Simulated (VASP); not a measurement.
Here is a VASP 6.6.1 calculation.

INCAR

```
SYSTEM = NaCl
  ALGO = Normal
  EDIFF = 1E-7
  ENCUT = 520
  GGA = PE
  ISIF = 2
  ISMEAR = 0
  LASPH = .TRUE.
  LCHARG = .TRUE.
  LELF = .TRUE.
  LREAL = .FALSE.
  LVHAR = .TRUE.
  LWAVE = .FALSE.
  NBANDS = 14
  NELM = 60
  PREC = Accurate
  SIGMA = 0.02
```

The input KPOINTS:

```
k-points
0
G
  8 8 8
  0 0 0
```

File POSCAR:

```
NaCl
1.0
    0.0000000000      2.6787764695      2.6787764695
    2.6787764695      0.0000000000      2.6787764695
    2.6787764695      2.6787764695      0.0000000000
Na Cl
1 1
Direct
    0.0000000000      0.0000000000      0.0000000000
    0.5000000000      0.5000000000      0.5000000000
```

Potentials or basis: VASP PAW PBE potentials, release 64 (Na_pv, Cl).

The run is started by

```bash
$ cat potpaw_PBE.64/Na_pv/POTCAR potpaw_PBE.64/Cl/POTCAR > POTCAR
$ mpirun -np 1 vasp_std > vasp.out
```

(1) Estimate the pressure.

(2) Estimate the band gap on the k mesh.

Answers

(1) 6.6 GPa.

(2) 5.77 eV, direct.
